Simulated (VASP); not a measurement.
A run of VASP 6.6.1:

Contents of INCAR:

```
SYSTEM = NdMo
ALGO     = Normal         ! electronic algorithm
EDIFF    = 1E-7           ! SCF threshold, eV
EDIFFG   = -0.08          ! ionic threshold
ENCUT    = 500            ! plane-wave cutoff, eV
GGA      = PE             ! functional
GGA_COMPAT= .FALSE.      
IBRION   = 2              ! ionic algorithm
ISIF     = 3              ! what is computed and relaxed
ISMEAR   = 0              ! smearing method
LASPH    = .TRUE.         ! aspherical terms in the spheres
LCHARG   = .FALSE.        ! write CHGCAR
LMAXMIX  = 6              ! l up to which the mixer works
LREAL    = .FALSE.        ! projectors in reciprocal space
LWAVE    = .FALSE.        ! write WAVECAR
NELM     = 200            ! most SCF steps
NELMIN   = 4            
NSW      = 36             ! ionic steps
PREC     = Accurate       ! precision mode
SIGMA    = 0.2            ! smearing width, eV
```

File KPOINTS:

```
k-points
0
G
  6 6 6
  0 0 0
```

The input POSCAR:

```
NdMo
1.0
    3.5845109000      0.0000000000      0.0000000000
   -1.7922554500      3.1042775000      0.0000000000
    0.0000000000      0.0000000000      3.4972238500
Nd Mo
1 1
Direct
    0.3333333300      0.6666666700      0.0000000000
    0.6666666700      0.3333333300      0.5000000000
```

Potentials or basis: VASP PAW PBE potentials, release 64 (Nd_3, Mo_sv), 4f in core.

Command:

```bash
$ cat potpaw_PBE.64/Nd_3/POTCAR potpaw_PBE.64/Mo_sv/POTCAR > POTCAR
$ mpirun -np 1 vasp_std > vasp.out
```

Hardware: 1 thread of AMD EPYC 9R45 96-Core Processor (Zen 5) (shared host).

Task: Estimate the wall time of this run.

Result: Wall time 2.8 min on 1 thread of AMD EPYC 9R45 96-Core Processor (Zen 5), on a shared host, peak memory 0.15 GiB. Counts: scf iterations 185, k points 28, ion steps 16.
